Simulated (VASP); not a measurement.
A run of VASP 6.6.1 is set up as follows.

INCAR

```
SYSTEM = HfO2
ALGO = Normal ; DIPOL = 0.5 0.5 0.289
EDIFF = 1E-6 ; ENCUT = 520
GGA = PE ; IDIPOL = 3
ISIF = 2 ; ISMEAR = 0
LASPH = .True. ; LCHARG = .False.
LDIPOL = .True. ; LREAL = .False.
LWAVE = .False. ; NBANDS = 31
NELM = 80 ; PREC = Accurate
SIGMA = 0.05
```

File KPOINTS:

```
k-points
0
Gamma
  9 9 1
  0 0 0
```

Contents of POSCAR:

```
HfO2
1.0
    3.6049267394      0.0000000000      0.0000000000
   -1.8024633697      3.1219581351      0.0000000000
    0.0000000000      0.0000000000     21.3571542810
O Hf
4 2
Direct
    0.0000000000      0.0000000000      0.1872908697
    0.3333333333      0.6666666667      0.2562001055
    0.6666666667      0.3333333333      0.3199614301
    0.0000000000      0.0000000000      0.3913046734
    0.6666666667      0.3333333333      0.2217454875
    0.3333333333      0.6666666667      0.3546288040
```

Potentials or basis: VASP PAW PBE potentials, release 64 (O, Hf_pv).

Run with:

```console
$ cat potpaw_PBE.64/O/POTCAR potpaw_PBE.64/Hf_pv/POTCAR > POTCAR
$ mpirun -np 1 vasp_std > vasp.out
```

Question: Estimate the band gap on the k mesh.

Answer: 4.40 eV, indirect (least direct gap 4.64 eV).

Question: Predict the largest force.

Answer: 0.520 eV/Å.

Forces on the atoms (eV/Å):
```
O    0.000  0.000 -0.385
O    0.000  0.000  0.146
O    0.000  0.000 -0.011
O    0.000  0.000 -0.096
Hf   0.000  0.000  0.520
Hf   0.000  0.000 -0.173
```

Caveat: spin-orbit coupling is left out, which moves the levels of the heavy elements.
